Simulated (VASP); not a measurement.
Write the native input for VASP 6.6.1 that does the following.

* Task: single point
* Functional: PBE
* Potentials or basis: VASP PAW PBE potentials, release 64 (Al, N)
* Cutoff: 600 eV
* k mesh: 8 × 8 × 8
* Occupations: gaussian, width 0.02 eV
* Spin: no spin polarisation
* Dipole correction: no
* Further INCAR settings: ALGO = Normal; EDIFF = 1e-06; NBANDS = 11

The structure of AlN (series) lies in POSCAR:

```
AlN
1.0
    0.0000000000      2.1839935596      2.1839935596
    2.1839935596      0.0000000000      2.1839935596
    2.1839935596      2.1839935596      0.0000000000
Al N
1 1
Direct
    0.0000000000      0.0000000000      0.0000000000
    0.7500000000      0.7500000000      0.7500000000
```

The input as run:

INCAR

```
SYSTEM = AlN
  PREC = Accurate
  ENCUT = 600
  EDIFF = 1E-6
  ISMEAR = 0
  SIGMA = 0.02
  LREAL = .FALSE.
  LASPH = .TRUE.
  NELM = 120
  ALGO = Normal
  ISIF = 2
  LWAVE = .FALSE.
  LCHARG = .FALSE.
  GGA = PE
  NBANDS = 11
  GGA_COMPAT = .FALSE.
```

KPOINTS

```
Automatic mesh
0
G
  8 8 8
  0 0 0
```

Potentials or basis: VASP PAW PBE potentials, release 64 (Al, N).

Launch:

```bash
$ cat potpaw_PBE.64/Al/POTCAR potpaw_PBE.64/N/POTCAR > POTCAR
$ mpirun -np 1 vasp_std > vasp.out
```

It gave:

The pressure is 4.5 GPa and the band gap on the k mesh is 3.32 eV, indirect (least direct gap 4.20 eV).

It took 12 s on 1 thread of AMD EPYC 7R13 (shared host), peak memory 0.12 GiB.
